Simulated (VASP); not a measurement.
# Re (Im-3m) in VASP: notebook, part 2 of 2

VASP 6.6.1. Earlier steps stand in the parts before.

### Step 5. Single point, LDA (volume scaled by 1.04)

INCAR

```
PREC = Accurate
ENCUT = 520
EDIFF = 1E-6
ISMEAR = -1
SIGMA = 0.1
LREAL = False
LASPH = True
NELM = 60
ALGO = Normal
ISIF = 2
LWAVE = False
LCHARG = False
GGA = CA
NBANDS = 10
```

KPOINTS

```
Automatic mesh
0
Gamma
  16 16 16
```

POSCAR

```
Re
1.0
   -1.5549495953      1.5549495953      1.5549495953
    1.5549495953     -1.5549495953      1.5549495953
    1.5549495953      1.5549495953     -1.5549495953
Re
1
Direct
    0.0000000000      0.0000000000      0.0000000000
```

Potentials or basis: VASP PAW LDA potentials, release 64 (Re).

On the command line:

```console
$ cat potpaw_LDA.64/Re/POTCAR > POTCAR
$ mpirun -np 1 vasp_std > vasp.out
```

OUTCAR:

```text
PREC = Accurate
   ENCUT = 520
   EDIFF = 1E-6
   ISMEAR = -1
   LREAL = False
   LASPH = True
   NELM = 60
   ISIF = 2
   GGA = CA

 ion  position               nearest neighbor table
   1  0.000  0.000  0.000-

  LATTYP: Found a body centered cubic cell.
 ALAT       =     3.1098991906

  Lattice vectors:

 A1 = (  -1.5549495953,   1.5549495953,   1.5549495953)
 A2 = (   1.5549495953,  -1.5549495953,   1.5549495953)
 A3 = (   1.5549495953,   1.5549495953,  -1.5549495953)

Analysis of symmetry for initial positions (statically):
=====================================================================
 Subroutine PRICEL returns:
 Original cell was already a primitive cell.

 Routine SETGRP: Setting up the symmetry group for a
 body centered cubic supercell.

 Subroutine GETGRP returns: Found 48 space group operations
 (whereof 48 operations were pure point group operations)
 out of a pool of 48 trial point group operations.

The static configuration has the point symmetry O_h .

Analysis of symmetry for dynamics (positions and initial velocities):
=====================================================================
 Subroutine PRICEL returns:
 Original cell was already a primitive cell.

 Routine SETGRP: Setting up the symmetry group for a
 body centered cubic supercell.

 Subroutine GETGRP returns: Found 48 space group operations
 (whereof 48 operations were pure point group operations)
 out of a pool of 48 trial point group operations.

The dynamic configuration has the point symmetry O_h .

 Subroutine INISYM returns: Found 48 space group operations
 (whereof 48 operations are pure point group operations),
 and found     1 'primitive' translations

----------------------------------------------------------------------------------------

                                     Primitive cell

  volume of cell :      15.0387

  direct lattice vectors                    reciprocal lattice vectors
    -1.554949595  1.554949595  1.554949595     0.000000000  0.321553831  0.321553831
     1.554949595 -1.554949595  1.554949595     0.321553831  0.000000000  0.321553831
     1.554949595  1.554949595 -1.554949595     0.321553831  0.321553831  0.000000000

  length of vectors
     2.693251702  2.693251702  2.693251702     0.454745789  0.454745789  0.454745789

  position of ions in fractional coordinates (direct lattice)
     0.000000000  0.000000000  0.000000000

  ion indices of the primitive-cell ions
   primitive index   ion index
                 1           1

----------------------------------------------------------------------------------------

 KPOINTS: Automatic mesh

Automatic generation of k-mesh.
 Grid dimensions read from file:
 generate k-points for:   16   16   16

 Generating k-lattice:

  Cartesian coordinates                     Fractional coordinates (reciprocal lattice)
     0.000000000  0.020097114  0.020097114     0.062500000  0.000000000  0.000000000
     0.020097114  0.000000000  0.020097114     0.000000000  0.062500000  0.000000000
     0.020097114  0.020097114  0.000000000     0.000000000  0.000000000  0.062500000

  Length of vectors
     0.028421612  0.028421612  0.028421612

  Shift w.r.t. Gamma in fractional coordinates (k-lattice)
     0.000000000  0.000000000  0.000000000

 Subroutine IBZKPT returns following result:
 ===========================================

 Found    145 irreducible k-points:

 Following reciprocal coordinates:
            Coordinates               Weight
  0.000000  0.000000  0.000000      1.000000
  0.062500  0.000000  0.000000     12.000000
  0.125000  0.000000  0.000000     12.000000
  0.187500  0.000000  0.000000     12.000000
  0.250000  0.000000  0.000000     12.000000
  0.312500  0.000000  0.000000     12.000000
[... 16 lines left out ...]
  0.187500  0.187500  0.000000     24.000000
  0.250000  0.187500  0.000000     48.000000
 [... further k-points ...]
   k-points           NKPTS =    145   k-points in BZ     NKDIM =    145   number of bands    NBANDS=     10
   number of dos      NEDOS =    301   number of ions     NIONS =      1
   total plane-waves  NPLWV =   8000
   dimension x,y,z NGX =    20 NGY =   20 NGZ =   20
   dimension x,y,z NGXF=    40 NGYF=   40 NGZF=   40
   ions per type =               1
   NGX,Y,Z   is equivalent  to a cutoff of  12.35, 12.35, 12.35 a.u.
   NGXF,Y,Z  is equivalent  to a cutoff of  24.69, 24.69, 24.69 a.u.
 SYSTEM =  unknown system
   PREC   = accura    normal or accurate (medium, high low for compatibility)
   ISTART =      0    job   : 0-new  1-cont  2-samecut
   ICHARG =      2    charge: 1-file 2-atom 10-const
   ISPIN  =      1    spin polarized calculation?
   LNONCOLLINEAR =      F non collinear calculations
   LSORBIT =      F    spin-orbit coupling
   LASPH  =      T    aspherical Exc in radial PAW
   ENCUT  =  520.0 eV  38.22 Ry    6.18 a.u.   5.01  5.01  5.01*2*pi/ulx,y,z
   NELM   =     60;   NELMIN=  2; NELMDL= -5     # of ELM steps
   EDIFF  = 0.1E-05   stopping-criterion for ELM
   LREAL  =      F    real-space projection
   EDIFFG = 0.1E-04   stopping-criterion for IOM
   NSW    =      0    number of steps for IOM
   IBRION =     -1    ionic relax: 0-MD 1-quasi-New 2-CG
   NFREE  =      0    steps in history (QN), initial steepest desc. (CG)
   ISIF   =      2    stress and relaxation
   ISYM   =      2    0-nonsym 1-usesym 2-fastsym
   POTIM  = 0.5000    time-step for ionic-motion
   TEBEG  =    0.0;   TEEND  =   0.0 temperature during run
   PSTRESS=    0.0 pullay stress
   NELECT =       7.0000    total number of electrons
   NUPDOWN=      -1.0000    fix difference up-down
   EMIN   =  10.00;   EMAX   =-10.00  energy-range for DOS
   EFERMI =   0.00;   METHOD = LEGACY
   ISMEAR =    -1;   SIGMA  =   0.10  broadening in eV -4-tet -1-fermi 0-gaus
   EFERMI_NEDOS =   21; number of points for ismear=-14 and -15
   IALGO  =     38    algorithm
   IMIX   =      4    mixing-type and parameters
     AMIX     =   0.40;   BMIX     =  1.00
     AMIX_MAG =   1.60;   BMIX_MAG =  1.00
  volume/ion in A,a.u.               =      15.04       101.49
  Fermi-wavevector in a.u.,A,eV,Ry     =   1.268736  2.397563 21.901170  1.609691
  Thomas-Fermi vector in A             =   2.401815
   LORBIT       =      0    0 simple, 1 ext, 2 COOP (PROOUT), +10 PAW based schemes
   GGA     = CA    functional components
   LHFCALC =     F    Hartree Fock is set to
   AEXX    =    0.0000 exact exchange contribution
   IVDW    =     0    specifies the selected vdW correction
   LEPSILON=     F    determine dielectric tensor
   LRPA    =     F    only Hartree local field effects (RPA)
 non-spin polarized calculation
  energy-cutoff  :      520.00
  volume of cell :       15.04
 maximum number of plane-waves:       420
   NGX =  9   NGY =  9   NGZ =  9

 number of electron       6.9999999 magnetization

 Free energy of the ion-electron system (eV)
  ---------------------------------------------------
  ext. energy  EPLUGINS =         0.00000000
  ---------------------------------------------------
  free energy    TOTEN  =       -13.42122651 eV

  energy without entropy =      -13.38543043  energy(sigma->0) =      -13.40332847

 E-fermi :   8.4336     XC(G=0): -13.7275

 val. band max:        8.4251994557   @ k =  -0.3750   0.5000   0.0625
 cond. band min:       8.4711988500   @ k =   0.1250   0.0625   0.0000
 fundamental gap:      0.0459993943
 Fermi energy:         8.4336406350

 k-point     1 :       0.0000    0.0000    0.0000
  band No.  band energies     occupation
      1      -2.0615      2.00000
      2       5.8251      2.00000
      3       5.8251      2.00000
      4       5.8251      2.00000
      5       9.1807      0.00114
      6       9.1807      0.00114
      7      24.0502      0.00000
      8      24.0502      0.00000
      9      24.0502      0.00000
     10      36.0254      0.00000

 k-point     2 :       0.0625    0.0000    0.0000
  band No.  band energies     occupation
      1      -1.8733      2.00000
      2       5.7208      2.00000
      3       5.8093      2.00000
      4       6.0058      2.00000
      5       9.0252      0.00538
      6       9.1859      0.00108
      7      24.1945      0.00000
      8      24.3660      0.00000
      9      24.4454      0.00000
     10      34.2279      0.00000
[... 274 lines left out ...]
 k-point    24 :       0.2500    0.1875    0.0000
  band No.  band energies     occupation
      1       2.1273      2.00000
      2       4.1397      2.00000
      3       5.0279      2.00000
      4       8.5665      0.41883
      5       9.9438      0.00000
      6      12.3521      0.00000
      7      20.4924      0.00000
      8      23.4935      0.00000
      9      25.5992      0.00000
     10      29.3606      0.00000

 [... further k-points ...]
[... 5 lines left out ...]
  --------------------------------------------------------------------------------------
  -------------------------------------------------------------------------------------
  Total       -1.2058127     -1.2058127     -1.2058127     -0.0000000      0.0000000     -0.0000000
  in kB     -128.4640125   -128.4640125   -128.4640125     -0.0000000      0.0000000     -0.0000000
  external PRESSURE =    -128.4640125 kB  Pullay stress =       0.0000000 kB

 VOLUME and BASIS-vectors are now :
 -----------------------------------------------------------------------------
  energy-cutoff  :      520.00
  volume of cell :       15.04
      direct lattice vectors                 reciprocal lattice vectors
    -1.554949595  1.554949595  1.554949595     0.000000000  0.321553831  0.321553831
     1.554949595 -1.554949595  1.554949595     0.321553831  0.000000000  0.321553831
     1.554949595  1.554949595 -1.554949595     0.321553831  0.321553831  0.000000000

 POSITION                                       TOTAL-FORCE (eV/Angst)
 -----------------------------------------------------------------------------------
      0.00000      0.00000      0.00000         0.000000     -0.000000     -0.000000
 -----------------------------------------------------------------------------------
    total drift:                                0.000000     -0.000000     -0.000000

  FREE ENERGIE OF THE ION-ELECTRON SYSTEM (eV)
  ---------------------------------------------------
  free  energy   TOTEN  =       -13.4212265065 eV

  energy  without entropy=      -13.3854304309  energy(sigma->0) =      -13.40332847
```

OSZICAR:

```text
N       E                     dE             d eps       ncg     rms          rms(c)
DAV:   1     0.127268986675E+02    0.12727E+02   -0.33289E+03  3780   0.630E+02
DAV:   2    -0.130438507273E+02   -0.25771E+02   -0.22350E+02  3840   0.144E+02
DAV:   3    -0.141834454001E+02   -0.11396E+01   -0.10717E+01  4546   0.427E+01
DAV:   4    -0.141875239071E+02   -0.40785E-02   -0.40734E-02  4530   0.141E+00
DAV:   5    -0.141875272380E+02   -0.33309E-05   -0.33306E-05  3958   0.366E-02    0.292E+01
DAV:   6    -0.136061417268E+02    0.58139E+00   -0.54511E-01  4632   0.108E+01    0.121E+01
DAV:   7    -0.134269385973E+02    0.17920E+00   -0.38029E-01  4632   0.860E+00    0.423E-01
DAV:   8    -0.134216712795E+02    0.52673E-02   -0.23504E-03  4228   0.302E-01    0.147E-01
DAV:   9    -0.134212212380E+02    0.45004E-03   -0.25265E-04  3748   0.909E-02    0.263E-02
DAV:  10    -0.134212266089E+02   -0.53709E-05   -0.81199E-06  4152   0.176E-02    0.492E-03
DAV:  11    -0.134212265065E+02    0.10244E-06   -0.61270E-08  2150   0.460E-03
   1 F= -.13421227E+02 E0= -.13403328E+02  d E =-.357961E-01
```

Wall time 10 s (1 thread of Intel Xeon Platinum 8488C (Sapphire Rapids), shared host); peak memory 0.13 GiB.

What came out:

* Free energy: -13.4212 eV
* Pressure: -12.8 GPa

Caveat: spin-orbit coupling is left out, which moves the levels of the heavy elements.

### Step 6. Single point, LDA (volume scaled by 1.08)

INCAR

```
SYSTEM = Re
ALGO = Normal
EDIFF = 1E-6
ENCUT = 520
GGA = CA
ISIF = 2
ISMEAR = -1
LASPH = .TRUE.
LCHARG = .FALSE.
LREAL = .FALSE.
LWAVE = .FALSE.
NBANDS = 10
NELM = 60
PREC = Accurate
SIGMA = 0.1
```

KPOINTS

```
k-points
0
G
  16 16 16
  0 0 0
```

POSCAR

```
Re
1.0
   -1.5746345913      1.5746345913      1.5746345913
    1.5746345913     -1.5746345913      1.5746345913
    1.5746345913      1.5746345913     -1.5746345913
Re
1
Direct
    0.0000000000      0.0000000000      0.0000000000
```

Potentials or basis: VASP PAW LDA potentials, release 64 (Re).

On the command line:

```console
$ cat potpaw_LDA.64/Re/POTCAR > POTCAR
$ mpirun -np 1 vasp_std > vasp.out
```

Wall time 11 s (1 thread of Intel Xeon Platinum 8488C (Sapphire Rapids), shared host); peak memory 0.13 GiB.

It converged, with:

* Free energy: -13.3533 eV
* Pressure: -24.6 GPa

Levels at points of the mesh, in eV from the Fermi level:
```tsv
k point	band 1	band 2	band 3	band 4	band 5	band 6	band 7
(0.00, 0.00, 0.00)	-10.20	-2.48	-2.48	-2.48	0.71	0.71	15.55
(0.50, 0.00, 0.00)	-6.97	-4.56	0.08	0.59	1.39	4.15	9.28
(0.50, 0.50, 0.50)	-6.55	-6.55	3.30	3.30	3.30	7.74	7.74
```

Caveat: spin-orbit coupling is left out, which moves the levels of the heavy elements.

### Step 7. Overview

| cell | k mesh | gap on the mesh (eV) | pressure (GPa) |
| --- | --- | --- | --- |
| a = 2.658 Å, angles 109.5°, 1 atom | 14 × 14 × 14 | none | 1.5 |
| a = 2.585 Å, angles 109.5°, 1 atom | 16 × 16 × 16 | none | 43.0 |
| a = 2.658 Å, angles 109.5°, 1 atom | 16 × 16 × 16 | none | 1.8 |
| a = 2.693 Å, angles 109.5°, 1 atom | 16 × 16 × 16 | none | -12.8 |
| a = 2.727 Å, angles 109.5°, 1 atom | 16 × 16 × 16 | none | -24.6 |

Alike in all rows: task single point; level LDA; potentials or basis VASP PAW LDA potentials, release 64 (Re); no spin polarisation; cutoff (eV) 520; smearing fermi-dirac 0.1 eV.

Caveats: spin-orbit coupling is left out, which moves the levels of the heavy elements.

Total energies depend on the potentials used, so only differences within one code and one set of settings carry meaning.
